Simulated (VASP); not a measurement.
# Mo (Im-3m) in VASP: a series of runs

Mo is run at these levels: LDA; tasks: single point.

All numbers are computed with VASP 6.6.1; they aren't measurements. Logs are shortened: lines on timing, memory, paths and dates and some standing lists are left out, and cuts for length are marked.

## 1. The cell of the first run

Symmetry: Im-3m, No. 229, cubic system. Conventional cell: a = 3.142 Å, b = 3.142 Å, c = 3.142 Å, α = 90.00°, β = 90.00°, γ = 90.00°. Mo (site symmetry m-3m) has 14 Mo at 2.72 to 3.14 Å within 3.6 Å.

## 2. Single point, LDA

The input, INCAR:

```
ALGO = Normal
EDIFF = 1E-6
ENCUT = 520
ISIF = 2
ISMEAR = 0
LASPH = True
LCHARG = False
LREAL = False
LWAVE = False
NBANDS = 13
NELM = 80
PREC = Accurate
SIGMA = 0.15
```

The input, KPOINTS:

```
k-points
0
Gamma
  22 22 22
```

The input, POSCAR:

```
Mo
1.0
   -1.5710000000      1.5710000000      1.5710000000
    1.5710000000     -1.5710000000      1.5710000000
    1.5710000000      1.5710000000     -1.5710000000
Mo
1
Direct
    0.0000000000      0.0000000000      0.0000000000
```

Potentials or basis: VASP PAW LDA potentials, release 64 (Mo_sv).

On the command line:

```console
$ cat potpaw_LDA.64/Mo_sv/POTCAR > POTCAR
$ mpirun -np 1 vasp_std > vasp.out
```

OUTCAR:

```text
EDIFF = 1E-6
   ENCUT = 520
   ISIF = 2
   ISMEAR = 0
   LASPH = True
   LREAL = False
   NELM = 80
   PREC = Accurate

 ion  position               nearest neighbor table
   1  0.000  0.000  0.000-

  LATTYP: Found a body centered cubic cell.
 ALAT       =     3.1420000000

  Lattice vectors:

 A1 = (  -1.5710000000,   1.5710000000,   1.5710000000)
 A2 = (   1.5710000000,  -1.5710000000,   1.5710000000)
 A3 = (   1.5710000000,   1.5710000000,  -1.5710000000)

Analysis of symmetry for initial positions (statically):
=====================================================================
 Subroutine PRICEL returns:
 Original cell was already a primitive cell.

 Routine SETGRP: Setting up the symmetry group for a
 body centered cubic supercell.

 Subroutine GETGRP returns: Found 48 space group operations
 (whereof 48 operations were pure point group operations)
 out of a pool of 48 trial point group operations.

The static configuration has the point symmetry O_h .

Analysis of symmetry for dynamics (positions and initial velocities):
=====================================================================
 Subroutine PRICEL returns:
 Original cell was already a primitive cell.

 Routine SETGRP: Setting up the symmetry group for a
 body centered cubic supercell.

 Subroutine GETGRP returns: Found 48 space group operations
 (whereof 48 operations were pure point group operations)
 out of a pool of 48 trial point group operations.

The dynamic configuration has the point symmetry O_h .

 Subroutine INISYM returns: Found 48 space group operations
 (whereof 48 operations are pure point group operations),
 and found     1 'primitive' translations

----------------------------------------------------------------------------------------

                                     Primitive cell

  volume of cell :      15.5092

  direct lattice vectors                    reciprocal lattice vectors
    -1.571000000  1.571000000  1.571000000     0.000000000  0.318268619  0.318268619
     1.571000000 -1.571000000  1.571000000     0.318268619  0.000000000  0.318268619
     1.571000000  1.571000000 -1.571000000     0.318268619  0.318268619  0.000000000

  length of vectors
     2.721051819  2.721051819  2.721051819     0.450099797  0.450099797  0.450099797

  position of ions in fractional coordinates (direct lattice)
     0.000000000  0.000000000  0.000000000

  ion indices of the primitive-cell ions
   primitive index   ion index
                 1           1

----------------------------------------------------------------------------------------

 KPOINTS: k-points

Automatic generation of k-mesh.
 Grid dimensions read from file:
 generate k-points for:   22   22   22

 Generating k-lattice:

  Cartesian coordinates                     Fractional coordinates (reciprocal lattice)
     0.000000000  0.014466755  0.014466755     0.045454545  0.000000000  0.000000000
     0.014466755  0.000000000  0.014466755     0.000000000  0.045454545  0.000000000
     0.014466755  0.014466755  0.000000000     0.000000000  0.000000000  0.045454545

  Length of vectors
     0.020459082  0.020459082  0.020459082

  Shift w.r.t. Gamma in fractional coordinates (k-lattice)
     0.000000000  0.000000000  0.000000000

 Subroutine IBZKPT returns following result:
 ===========================================

 Found    328 irreducible k-points:

 Following reciprocal coordinates:
            Coordinates               Weight
  0.000000  0.000000  0.000000      1.000000
  0.045455  0.000000  0.000000     12.000000
  0.090909  0.000000  0.000000     12.000000
  0.136364  0.000000  0.000000     12.000000
  0.181818  0.000000  0.000000     12.000000
  0.227273  0.000000  0.000000     12.000000
[... 16 lines left out ...]
  0.090909  0.090909  0.000000     24.000000
  0.136364  0.090909  0.000000     48.000000
 [... further k-points ...]
   k-points           NKPTS =    328   k-points in BZ     NKDIM =    328   number of bands    NBANDS=     13
   number of dos      NEDOS =    301   number of ions     NIONS =      1
   total plane-waves  NPLWV =   8000
   dimension x,y,z NGX =    20 NGY =   20 NGZ =   20
   dimension x,y,z NGXF=    40 NGYF=   40 NGZF=   40
   ions per type =               1
   NGX,Y,Z   is equivalent  to a cutoff of  12.22, 12.22, 12.22 a.u.
   NGXF,Y,Z  is equivalent  to a cutoff of  24.44, 24.44, 24.44 a.u.
 SYSTEM =  unknown system
   PREC   = accura    normal or accurate (medium, high low for compatibility)
   ISTART =      0    job   : 0-new  1-cont  2-samecut
   ICHARG =      2    charge: 1-file 2-atom 10-const
   ISPIN  =      1    spin polarized calculation?
   LNONCOLLINEAR =      F non collinear calculations
   LSORBIT =      F    spin-orbit coupling
   LASPH  =      T    aspherical Exc in radial PAW
   ENCUT  =  520.0 eV  38.22 Ry    6.18 a.u.   5.06  5.06  5.06*2*pi/ulx,y,z
   NELM   =     80;   NELMIN=  2; NELMDL= -5     # of ELM steps
   EDIFF  = 0.1E-05   stopping-criterion for ELM
   LREAL  =      F    real-space projection
   EDIFFG = 0.1E-04   stopping-criterion for IOM
   NSW    =      0    number of steps for IOM
   IBRION =     -1    ionic relax: 0-MD 1-quasi-New 2-CG
   NFREE  =      0    steps in history (QN), initial steepest desc. (CG)
   ISIF   =      2    stress and relaxation
   ISYM   =      2    0-nonsym 1-usesym 2-fastsym
   POTIM  = 0.5000    time-step for ionic-motion
   TEBEG  =    0.0;   TEEND  =   0.0 temperature during run
   PSTRESS=    0.0 pullay stress
   NELECT =      14.0000    total number of electrons
   NUPDOWN=      -1.0000    fix difference up-down
   EMIN   =  10.00;   EMAX   =-10.00  energy-range for DOS
   EFERMI =   0.00;   METHOD = LEGACY
   ISMEAR =     0;   SIGMA  =   0.15  broadening in eV -4-tet -1-fermi 0-gaus
   EFERMI_NEDOS =   21; number of points for ismear=-14 and -15
   IALGO  =     38    algorithm
   IMIX   =      4    mixing-type and parameters
     AMIX     =   0.40;   BMIX     =  1.00
     AMIX_MAG =   1.60;   BMIX_MAG =  1.00
  volume/ion in A,a.u.               =      15.51       104.66
  Fermi-wavevector in a.u.,A,eV,Ry     =   1.582176  2.989878 34.059184  2.503279
  Thomas-Fermi vector in A             =   2.682139
   LORBIT       =      0    0 simple, 1 ext, 2 COOP (PROOUT), +10 PAW based schemes
   GGA     = CA    functional components
   LHFCALC =     F    Hartree Fock is set to
   AEXX    =    0.0000 exact exchange contribution
   IVDW    =     0    specifies the selected vdW correction
   LEPSILON=     F    determine dielectric tensor
   LRPA    =     F    only Hartree local field effects (RPA)
 non-spin polarized calculation
 Gauss-broadening in eV      SIGMA  =   0.15
  energy-cutoff  :      520.00
  volume of cell :       15.51
 maximum number of plane-waves:       430
   NGX = 11   NGY = 11   NGZ = 11

 number of electron      14.0000000 magnetization

 Free energy of the ion-electron system (eV)
  ---------------------------------------------------
  ext. energy  EPLUGINS =         0.00000000
  ---------------------------------------------------
  free energy    TOTEN  =       -12.12470636 eV

  energy without entropy =      -12.11718014  energy(sigma->0) =      -12.12094325

 E-fermi :  12.5836     XC(G=0): -13.6473

 val. band max:       12.5811176414   @ k =   0.3636   0.0909   0.0909
 cond. band min:      12.5887369500   @ k =  -0.3182   0.3636   0.2727
 fundamental gap:      0.0076193087
 Fermi energy:        12.5835520209

 k-point     1 :       0.0000    0.0000    0.0000
  band No.  band energies     occupation
      1     -48.3412      2.00000
      2     -21.7633      2.00000
      3     -21.7633      2.00000
      4     -21.7633      2.00000
      5       5.3395      2.00000
      6      11.2045      2.00000
      7      11.2045      2.00000
      8      11.2045      2.00000
      9      14.2336      0.00000
     10      14.2336      0.00000
     11      27.4310      0.00000
     12      27.4310      0.00000
     13      27.4310      0.00000

 k-point     2 :       0.0455    0.0000    0.0000
  band No.  band energies     occupation
      1     -48.3356      2.00000
      2     -21.7950      2.00000
      3     -21.7730      2.00000
      4     -21.7635      2.00000
      5       5.4329      2.00000
      6      11.1515      2.00000
      7      11.1968      2.00000
      8      11.2919      2.00000
      9      14.1529      0.00000
     10      14.2347      0.00000
     11      27.5030      0.00000
     12      27.5878      0.00000
     13      27.6216      0.00000

 k-point     3 :       0.0909    0.0000    0.0000
  band No.  band energies     occupation
      1     -48.3194      2.00000
      2     -21.8871      2.00000
      3     -21.8014      2.00000
      4     -21.7642      2.00000
      5       5.7040      2.00000
      6      11.0006      2.00000
      7      11.1648      2.00000
      8      11.5516      2.00000
      9      13.9554      0.00000
     10      14.2407      0.00000
     11      27.6918      0.00000
     12      28.0492      0.00000
     13      28.1297      0.00000

 k-point     4 :       0.1364    0.0000    0.0000
  band No.  band energies     occupation
      1     -48.2937      2.00000
      2     -22.0305      2.00000
      3     -21.8459      2.00000
      4     -21.7653      2.00000
      5       6.1228      2.00000
      6      10.7733      2.00000
      7      11.0918      2.00000
      8      11.9763      2.00000
      9      13.7482      0.00000
     10      14.2579      0.00000
     11      27.9047      0.00000
     12      28.7678      0.00000
     13      28.7902      0.00000

 k-point     5 :       0.1818    0.0000    0.0000
  band No.  band energies     occupation
      1     -48.2606      2.00000
      2     -22.2116      2.00000
      3     -21.9026      2.00000
      4     -21.7668      2.00000
      5       6.6300      2.00000
      6      10.4979      2.00000
      7      10.9912      2.00000
      8      12.5536      1.22268
      9      13.6344      0.00000
     10      14.2941      0.00000
     11      27.9697      0.00000
     12      29.2251      0.00000
     13      29.7764      0.00000

 k-point     6 :       0.2273    0.0000    0.0000
  band No.  band energies     occupation
      1     -48.2226      2.00000
      2     -22.4142      2.00000
      3     -21.9666      2.00000
      4     -21.7686      2.00000
      5       7.1202      2.00000
      6      10.2036      2.00000
      7      10.9589      2.00000
      8      13.2644      0.00000
      9      13.6545      0.00000
     10      14.3557      0.00000
     11      27.7065      0.00000
     12      29.1560      0.00000
     13      30.9685      0.00000

 k-point     7 :       0.2727    0.0000    0.0000
  band No.  band energies     occupation
      1     -48.1827      2.00000
      2     -22.6212      2.00000
      3     -22.0326      2.00000
      4     -21.7704      2.00000
      5       7.4494      2.00000
      6       9.9161      2.00000
      7      11.1598      2.00000
      8      13.7854      0.00000
      9      14.0813      0.00000
     10      14.4445      0.00000
     11      27.1178      0.00000
     12      28.4902      0.00000
     13      32.3240      0.00000
[... 193 lines left out ...]
 k-point    20 :       0.3636    0.0455    0.0000
  band No.  band energies     occupation
      1     -48.0940      2.00000
      2     -23.0487      2.00000
      3     -22.1791      2.00000
      4     -21.7867      2.00000
      5       7.4716      2.00000
      6       9.3682      2.00000
      7      12.6377      0.60946
      8      14.2166      0.00000
      9      14.8342      0.00000
     10      16.4271      0.00000
     11      25.3951      0.00000
     12      25.8574      0.00000
     13      31.5620      0.00000

 k-point    21 :       0.4091    0.0455    0.0000
  band No.  band energies     occupation
      1     -48.0721      2.00000
      2     -23.1521      2.00000
      3     -22.2149      2.00000
      4     -21.7879      2.00000
      5       7.3527      2.00000
      6       9.2388      2.00000
      7      13.3262      0.00000
      8      14.3140      0.00000
      9      15.0106      0.00000
     10      17.1375      0.00000
     11      24.8124      0.00000
     12      25.0507      0.00000
     13      30.4929      0.00000

 k-point    22 :       0.4545    0.0455    0.0000
  band No.  band energies     occupation
      1     -48.0608      2.00000
      2     -23.2056      2.00000
      3     -22.2335      2.00000
      4     -21.7885      2.00000
      5       7.2822      2.00000
      6       9.1728      2.00000
      7      13.7913      0.00000
      8      14.2721      0.00000
      9      15.1615      0.00000
     10      17.5507      0.00000
     11      24.3405      0.00000
     12      24.7390      0.00000
     13      29.8980      0.00000

 k-point    23 :       0.0909    0.0909    0.0000
  band No.  band energies     occupation
      1     -48.2791      2.00000
      2     -22.1100      2.00000
      3     -21.8442      2.00000
      4     -21.7941      2.00000
      5       6.3653      2.00000
      6      10.7526      2.00000
      7      10.8749      2.00000
      8      12.3025      1.99195
      9      13.5773      0.00000
     10      14.3529      0.00000
     11      28.1872      0.00000
     12      28.8880      0.00000
     13      29.1146      0.00000

 k-point    24 :       0.1364    0.0909    0.0000
  band No.  band energies     occupation
      1     -48.2473      2.00000
      2     -22.2755      2.00000
      3     -21.8977      2.00000
      4     -21.8039      2.00000
      5       6.8624      2.00000
      6      10.5123      2.00000
      7      10.7143      2.00000
      8      12.9243      0.00132
      9      13.4411      0.00000
     10      14.4524      0.00000
     11      28.3821      0.00000
     12      29.1401      0.00000
     13      29.7517      0.00000

 [... further k-points ...]
[... 5 lines left out ...]
  --------------------------------------------------------------------------------------
  -------------------------------------------------------------------------------------
  Total       -0.6781620     -0.6781620     -0.6781620     -0.0000000      0.0000000     -0.0000000
  in kB      -70.0576383    -70.0576383    -70.0576383     -0.0000000      0.0000000     -0.0000000
  external PRESSURE =     -70.0576383 kB  Pullay stress =       0.0000000 kB

 VOLUME and BASIS-vectors are now :
 -----------------------------------------------------------------------------
  energy-cutoff  :      520.00
  volume of cell :       15.51
      direct lattice vectors                 reciprocal lattice vectors
    -1.571000000  1.571000000  1.571000000     0.000000000  0.318268619  0.318268619
     1.571000000 -1.571000000  1.571000000     0.318268619  0.000000000  0.318268619
     1.571000000  1.571000000 -1.571000000     0.318268619  0.318268619  0.000000000

 POSITION                                       TOTAL-FORCE (eV/Angst)
 -----------------------------------------------------------------------------------
      0.00000      0.00000      0.00000        -0.000000      0.000000      0.000000
 -----------------------------------------------------------------------------------
    total drift:                                0.000000     -0.000000      0.000000

  FREE ENERGIE OF THE ION-ELECTRON SYSTEM (eV)
  ---------------------------------------------------
  free  energy   TOTEN  =       -12.1247063649 eV

  energy  without entropy=      -12.1171801369  energy(sigma->0) =      -12.12094325
```

Wall time 55 s (1 thread of Intel Xeon 8259CL, shared host); peak memory 0.17 GiB.

Results:

```
Free energy            : -12.1247 eV
Pressure               : -7.0 GPa
Band gap on the k mesh : zero (bands 7 and 8 overlap by 5.44 eV)
```

Caveat: the cell stands under tension.

## 3. Single point, LDA

The input, INCAR:

```
SYSTEM = Mo
  PREC = Accurate
  ENCUT = 520
  EDIFF = 1E-7
  ISMEAR = 0
  SIGMA = 0.15
  LREAL = .False.
  LASPH = .True.
  NELM = 100
  ALGO = Normal
  ISIF = 2
  LWAVE = .False.
  LCHARG = .True.
  LELF = .True.
  LVHAR = .True.
  NBANDS = 13
```

The input, KPOINTS:

```
regular mesh
0
Gamma
  24 24 24
  0 0 0
```

POSCAR is that of step 2.

Potentials or basis: VASP PAW LDA potentials, release 64 (Mo_sv).

On the command line:

```console
$ cat potpaw_LDA.64/Mo_sv/POTCAR > POTCAR
$ mpirun -np 1 vasp_std > vasp.out
```

It took 68 s on 1 thread of Intel Xeon 8259CL, shared host; peak memory 0.18 GiB.

It converged, with:

- Free energy: -12.1256 eV
- Pressure: -6.9 GPa
- Band gap on the k mesh: zero (bands 7 and 8 overlap by 5.44 eV)

Levels at points of the mesh, in eV from the Fermi level:
```csv
k point,band 3,band 4,band 5,band 6,band 7,band 8,band 9,band 10,band 11,band 12
"(0.00, 0.00, 0.00)",-34.40,-34.40,-7.29,-1.43,-1.43,-1.43,1.60,1.60,14.80,14.80
"(0.50, 0.00, 0.00)",-34.86,-34.41,-5.42,-3.49,1.64,1.67,2.27,4.79,11.71,11.94
"(0.50, 0.50, 0.50)",-35.40,-35.40,-5.57,-5.57,4.01,4.01,4.01,9.07,9.07,9.07
```

Caveat: the cell stands under tension.
